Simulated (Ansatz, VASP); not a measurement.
# One calculation of MgO, two programs

Contents of INCAR:

```
PREC = Accurate
ENCUT = 520
EDIFF = 1E-6
ISMEAR = 0
SIGMA = 0.05
LREAL = F
LASPH = T
NELM = 80
ALGO = Normal
ISIF = 2
LWAVE = F
LCHARG = F
GGA = PE
NBANDS = 16
```

The input KPOINTS:

```
regular mesh
0
Gamma
  9 9 6
```

POSCAR

```
MgO
1.0
    3.4831561675      0.0000000000      0.0000000000
   -1.7415780838      3.0165017264      0.0000000000
    0.0000000000      0.0000000000      4.4713275722
Mg O
2 2
Direct
    0.6666666667      0.3333333333      0.7500000000
    0.3333333333      0.6666666667      0.2500000000
    0.6666666667      0.3333333333      0.2500000000
    0.3333333333      0.6666666667      0.7500000000
```

Input for Ansatz:

```yaml
crystal:
  lattice:
    - [3.4831561675, 0.0, 0.0]
    - [-1.7415780838, 3.0165017264, 0.0]
    - [0.0, 0.0, 4.4713275722]
  atoms:
    - { symbol: Mg, position: [0.6666666667, 0.3333333333, 0.75] }
    - { symbol: Mg, position: [0.3333333333, 0.6666666667, 0.25] }
    - { symbol: O, position: [0.6666666667, 0.3333333333, 0.25] }
    - { symbol: O, position: [0.3333333333, 0.6666666667, 0.75] }
basis:
  ecutwfc: 520.0
kpoints:
  mp_grid: { grid: [9, 9, 6] }
hamiltonian:
  xc: pbe
  pseudopotentials: { kind: paw, azcp: { folder: soft_1 } }
scf:
  occupations: { method: gaussian, width: 0.05 }
output:
  forces: true
  stress: true
  eigenvalues: true
```

Alike in both runs: task single point; functional PBE; k mesh 9 × 9 × 6; occupations gaussian, width 0.05 eV; no spin polarisation.

|  | VASP | Ansatz |
| --- | --- | --- |
| version | VASP 6.6.1 | Ansatz 0.2.0 |
| potentials or method | VASP PAW PBE potentials, release 64 (Mg, O), cutoff 520 eV | scalar-relativistic, plane waves, PAW |
| valence electrons in the cell | 16 | 32 |

Ansatz gave:

```
gap on the k mesh at the Fermi level (eV)                     : 3.03
least direct gap on the mesh (eV)                             : 3.03
pressure (GPa)                                                : -3.0
traceless stress, the component that is largest in VASP (GPa) : -4.89
```

**Question.** Which values does VASP return?

**Answer.** gap on the k mesh at the Fermi level (eV): 3.01; least direct gap on the mesh (eV): 3.01; pressure (GPa): -3.5; traceless stress, the component that is largest in VASP (GPa): -5.00.

The functional is the same, so the differences come from potentials, cutoffs and numerics. VASP's potentials hold 16 valence electrons a cell and Ansatz's 32, so a difference there can come from the potentials and not from the codes.
